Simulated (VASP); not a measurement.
Set up this calculation in VASP 6.6.1, as the native input.

```
Task                   : relaxation of cell and atoms
Functional             : r2SCAN
Potentials or basis    : VASP PAW PBE potentials, release 64 (Rb_sv)
Cutoff                 : 550 eV
k mesh                 : 6 × 6 × 6
Occupations            : gaussian, width 0.05 eV
Spin                   : no spin polarisation
Dipole correction      : no
Further INCAR settings : ALGO = Normal; EDIFF = 1e-07; IBRION = 2; EDIFFG = -0.02; NSW = 50; ISIF = 3
```

The system is Rb.

```
Rb
1.0
    -2.80000    2.80000    2.80000
     2.80000   -2.80000    2.80000
     2.80000    2.80000   -2.80000
Rb
1
Direct
  0.00000 0.00000 0.00000
```

One way to write it, as run:

POSCAR

```
Rb
1.0
   -2.8000000000      2.8000000000      2.8000000000
    2.8000000000     -2.8000000000      2.8000000000
    2.8000000000      2.8000000000     -2.8000000000
Rb
1
Direct
    0.0000000000      0.0000000000      0.0000000000
```

INCAR.step1

```
SYSTEM = Rb
ALGO = Normal
EDIFF = 1E-5
EDIFFG = -0.005
ENCUT = 550
GGA = PE
GGA_COMPAT = .False.
IBRION = 2
ISIF = 3
ISMEAR = 0
LASPH = .True.
LCHARG = .False.
LREAL = .False.
LWAVE = .True.
NELM = 120
NELMIN = 4
NSW = 100
PREC = Accurate
SIGMA = 0.05
```

INCAR.step2

```
SYSTEM = Rb
ALGO = Normal
EDIFF = 1E-7
EDIFFG = -0.02
ENCUT = 550
GGA_COMPAT = .False.
IBRION = 2
ISIF = 3
ISMEAR = 0
ISTART = 1
LASPH = .True.
LCHARG = .False.
LMIXTAU = .True.
LREAL = .False.
LWAVE = .False.
METAGGA = R2SCAN
NELM = 120
NELMIN = 4
NSW = 50
PREC = Accurate
SIGMA = 0.05
```

KPOINTS

```
k-points
0
Gamma
  6 6 6
  0 0 0
```

Potentials or basis: VASP PAW PBE potentials, release 64 (Rb_sv).

Command:

```bash
$ cat potpaw_PBE.64/Rb_sv/POTCAR > POTCAR
$ cp INCAR.step1 INCAR
$ mpirun -np 1 vasp_std > vasp.out
$ cp INCAR.step2 INCAR
$ mpirun -np 1 vasp_std > vasp.out
```

Results of the run:

* Relaxed volume: 95.21 Å³/atom
* Relaxed cell: a = 4.982 Å, b = 4.982 Å, c = 4.982 Å, α = 109.47°, β = 109.47°, γ = 109.47°
* Space group after relaxing (to 0.1 Å): Im-3m (No. 229)
* Energy gained by relaxing: 5.9 meV/atom
* Ionic steps: 3
* Pressure after relaxing: 0.0 GPa
* Band gap on the k mesh: zero (an odd number of electrons rules out a gap without spin polarisation)

Caveat: the PAW data sets were made with another functional, which shifts forces and pressure a little.

Wall time 120 s on 1 thread of Intel(R) Xeon(R) 6975P-C (Granite Rapids), on a shared host, peak memory 0.25 GiB.
